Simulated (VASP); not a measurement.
LaZn, 2 atoms in the cell. Symmetry: Pm-3m, No. 221, cubic system. The conventional cell has a = 3.673 Å, b = 3.673 Å, c = 3.673 Å, α = 90.00°, β = 90.00°, γ = 90.00°. Within 4.2 Å of La (site symmetry m-3m) lie 8 Zn at 3.18 Å and 6 La at 3.67 Å. Zn (site symmetry m-3m) has 8 La at 3.18 Å and 6 Zn at 3.67 Å within 4.2 Å.  This cell differs from its parent crystal: volume scaled by 0.94.

* Program: VASP 6.6.1
* Task: electric field gradients
* Functional: LDA
* Potentials or basis: VASP PAW LDA potentials, release 64 (La, Zn)
* Cutoff: 520 eV
* k mesh: 9 × 9 × 9
* Occupations: fermi-dirac, width 0.05 eV
* Spin: no spin polarisation
* Dipole correction: no
* Further INCAR settings: ALGO = Normal; EDIFF = 1e-08; NBANDS = 18

Potentials or basis: VASP PAW LDA potentials, release 64 (La, Zn).

Launch:

```console
$ cat potpaw_LDA.64/La/POTCAR potpaw_LDA.64/Zn/POTCAR > POTCAR
$ mpirun -np 1 vasp_std > vasp.out
```

Hardware: 1 thread of Intel(R) Xeon(R) Platinum 8488C (Sapphire Rapids), with other jobs on the host.

Q: Estimate the wall time of this run.

A: It took 18 s on 1 thread of Intel(R) Xeon(R) Platinum 8488C (Sapphire Rapids), with other jobs on the host, peak memory 0.17 GiB. Counts: scf iterations 14, k points 35.
